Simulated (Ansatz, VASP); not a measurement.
Given: the input of a run of VASP 6.6.1 on Al2O3.

INCAR

```
SYSTEM = Al2O3
  PREC = Accurate
  ENCUT = 600
  EDIFF = 1E-6
  ISMEAR = -1
  SIGMA = 0.05
  LREAL = .FALSE.
  LASPH = .TRUE.
  NELM = 80
  ALGO = Normal
  ISIF = 3
  LWAVE = .FALSE.
  LCHARG = .FALSE.
  GGA = RP
  IVDW = 13
  IBRION = 2
  NSW = 60
  EDIFFG = -0.01
```

The input KPOINTS:

```
Automatic mesh
0
G
  7 7 7
  0 0 0
```

The input POSCAR:

```
Al2O3
1.0
    2.3802500000      1.3742379782      4.3318666667
   -2.3802500000      1.3742379782      4.3318666667
    0.0000000000     -2.7484759565      4.3318666667
Al O
4 6
Direct
    0.8521600000      0.8521600000      0.8521600000
    0.6478400000      0.6478400000      0.6478400000
    0.1478400000      0.1478400000      0.1478400000
    0.3521600000      0.3521600000      0.3521600000
    0.0566800000      0.7500000000      0.4433200000
    0.7500000000      0.4433200000      0.0566800000
    0.4433200000      0.0566800000      0.7500000000
    0.9433200000      0.2500000000      0.5566800000
    0.2500000000      0.5566800000      0.9433200000
    0.5566800000      0.9433200000      0.2500000000
```

Potentials or basis: VASP PAW PBE potentials, release 64 (Al, O).

Launch:

```console
$ cat potpaw_PBE.64/Al/POTCAR potpaw_PBE.64/O/POTCAR > POTCAR
$ mpirun -np 1 vasp_std > vasp.out
```

Set up the same calculation for Ansatz 0.2.0. Potentials there: Ansatz PAW.

As run (the cutoff follows the program's own potentials):

Contents of input.yaml:

```yaml
crystal:
  lattice:
    - [2.38025, 1.3742379782, 4.3318666667]
    - [-2.38025, 1.3742379782, 4.3318666667]
    - [0.0, -2.7484759565, 4.3318666667]
  atoms:
    - { symbol: Al, position: [0.85216, 0.85216, 0.85216] }
    - { symbol: Al, position: [0.64784, 0.64784, 0.64784] }
    - { symbol: Al, position: [0.14784, 0.14784, 0.14784] }
    - { symbol: Al, position: [0.35216, 0.35216, 0.35216] }
    - { symbol: O, position: [0.05668, 0.75, 0.44332] }
    - { symbol: O, position: [0.75, 0.44332, 0.05668] }
    - { symbol: O, position: [0.44332, 0.05668, 0.75] }
    - { symbol: O, position: [0.94332, 0.25, 0.55668] }
    - { symbol: O, position: [0.25, 0.55668, 0.94332] }
    - { symbol: O, position: [0.55668, 0.94332, 0.25] }
hamiltonian:
  xc: rpbe
  pseudopotentials: { kind: paw }
  dispersion: d4
kpoints:
  mp_grid: { grid: [7, 7, 7] }
scf:
  occupations: { method: fermi_dirac, width: 0.05 }
output:
  forces: true
  stress: true
relax:
  f_tol: 0.01
  max_steps: 40
  cell: { stress_tol: 0.05 }
```

Potentials or basis: Ansatz PAW.

Run with:

```bash
$ ansatz run input.yaml --threads 4 --pin off --max-ram 11264MiB --backend cpu --events-out ev --progress --plain --runs-dir out
```

Both were run:

|  | VASP | Ansatz | Ansatz less VASP |
| --- | --- | --- | --- |
| relaxed volume (Å³/atom) | 8.50 | 8.54 | +0.037 |
| relaxed cell length with the largest relative difference (Å) | 5.126 | 5.134 | +0.0076 |

VASP's potentials were made for PBE, not for RPBE.

Noted on Ansatz's run: odd divisions of the mesh miss points on the zone boundary, where band edges often lie, so the gap on the mesh can be too wide; the plane-wave basis is chosen anew once the cell has moved, so the energies of steps on either side of that aren't comparable.
